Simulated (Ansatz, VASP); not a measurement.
HfB2 in VASP and in Ansatz

```xyz
3
Lattice="3.1327 0.0000 0.0000 -1.5663 2.7130 0.0000 0.0000 0.0000 3.4792" Properties=species:S:1:pos:R:3 pbc="T T T"
Hf    0.0000    0.0000    0.0000
B     0.0000    1.8087    1.7396
B     1.5663    0.9043    1.7396
```

Alike in both runs: task single point; functional PBE; dispersion D3(BJ); k mesh 6 × 6 × 4; occupations gaussian, width 0.1 eV; no spin polarisation.

```csv
,VASP,Ansatz
version,VASP 6.6.1,Ansatz 0.2.0
potentials or method,"VASP PAW PBE potentials, release 64 (Hf_pv, B), cutoff 500 eV","scalar-relativistic, plane waves, PAW"
valence electrons in the cell,16,32
```

Ansatz gave:

```
gap on the k mesh at the Fermi level (eV)                     : none
pressure (GPa)                                                : -3.2
traceless stress, the component that is largest in VASP (GPa) : -2.38
```

What did VASP give for the same quantities?

gap on the k mesh at the Fermi level (eV): none; pressure (GPa): -3.6; traceless stress, the component that is largest in VASP (GPa): -2.21.

A gap of «none» marks a metal or a gap that the smearing closes. VASP's potentials hold 16 valence electrons a cell and Ansatz's 32, so a difference there can come from the potentials and not from the codes.

The k mesh is coarse, so the values compare programs but aren't converged. Spin-orbit coupling is off throughout.
